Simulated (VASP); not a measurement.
Here is a VASP 6.6.1 calculation.

File POSCAR:

```
TiSi
1.0
    1.7889353300     -2.0858596400      0.0000000000
    1.7889353300      2.0858596400      0.0000000000
    0.0000000000      0.0000000000      3.6898159800
Ti Si
1 1
Direct
    0.5000000000      0.5000000000      0.0000000000
    0.0000000000      0.0000000000      0.5000000000
```

File INCAR.step1:

```
PREC = Accurate
ENCUT = 520
ISMEAR = 0
SIGMA = 0.15
LREAL = False
LASPH = True
NELM = 80
NBANDS = 15
GGA = PE
ALGO = Normal
EDIFF = 1E-4
LWAVE = True
LCHARG = False
```

INCAR.step2

```
PREC = Accurate
ENCUT = 520
EDIFF = 1E-6
ISMEAR = 0
SIGMA = 0.15
LREAL = False
LASPH = True
NELM = 80
ALGO = Normal
ISIF = 2
LWAVE = False
LCHARG = True
METAGGA = R2SCAN
LMIXTAU = True
LELF = True
LVHAR = True
NBANDS = 15
ISTART = 1
```

Contents of KPOINTS:

```
Automatic mesh
0
Gamma
  18 18 12
```

Potentials or basis: VASP PAW PBE potentials, release 64 (Ti_sv, Si).

Run with:

```sh
$ cat potpaw_PBE.64/Ti_sv/POTCAR potpaw_PBE.64/Si/POTCAR > POTCAR
$ cp INCAR.step1 INCAR
$ mpirun -np 1 vasp_std > vasp.out
$ cp INCAR.step2 INCAR
$ mpirun -np 1 vasp_std > vasp.out
```

Question: Predict the band gap on the k mesh.

Answer: Zero (bands 8 and 9 overlap by 1.90 eV).

Question: Predict the pressure.

Answer: 8.3 GPa.

Stress tensor (GPa, compression positive):
```
 8.02  0.00  0.00
 0.00  5.19  0.00
 0.00  0.00 11.64
```

Caveat: the cell differs from its parent crystal (strain -0.015 along x and y, -0.030 along z); the cell stands under pressure; the PAW data sets were made with another functional, which shifts forces and pressure a little.
